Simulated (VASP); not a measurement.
Runs of VASP 6.6.1 on EuO. The structure is that of space group Fm-3m (No. 225), or close to it. The cells are those of the table. 

| cell | gap on the mesh (eV) | pressure (GPa) | moment (μB) |
| --- | --- | --- | --- |
| a = 3.636 Å, angles 60.0°, 2 atoms | none | 1.3 | 7.00 |
| a = 3.660 Å, angles 60.0°, 2 atoms | 0.07 | -0.4 | 7.00 |
| a = 3.709 Å, angles 60.0°, 2 atoms | 0.26 | -3.4 | 7.00 |
| a = 3.685 Å, angles 60.0°, 2 atoms | (b) | (a) | 7.00 |
| a = 3.611 Å, angles 60.0°, 2 atoms | none | (c) | 7.00 |

Alike in all rows: task single point; level PBE+U; potentials or basis VASP PAW PBE potentials, release 64 (Eu, O); spin collinear, ferromagnetic start; Eu f U = 6.0 eV; k mesh 10 × 10 × 10; cutoff (eV) 600; smearing gaussian 0.05 eV.

Problem. Fill in the values left out.

Solution. (a) -2.0; (b) 0.16; (c) 3.3.

Caveats: spin-orbit coupling is left out, which moves the levels of the heavy elements; a cell with one magnetic atom can't hold antiferromagnetic order, which such compounds often take; the cell stands under tension (at least some runs); the cell stands under pressure (at least some runs).

A k mesh can miss the band edges, and the runs leave out spin-orbit coupling on Eu.

A gap of «none» marks levels without a gap at the run's occupations.
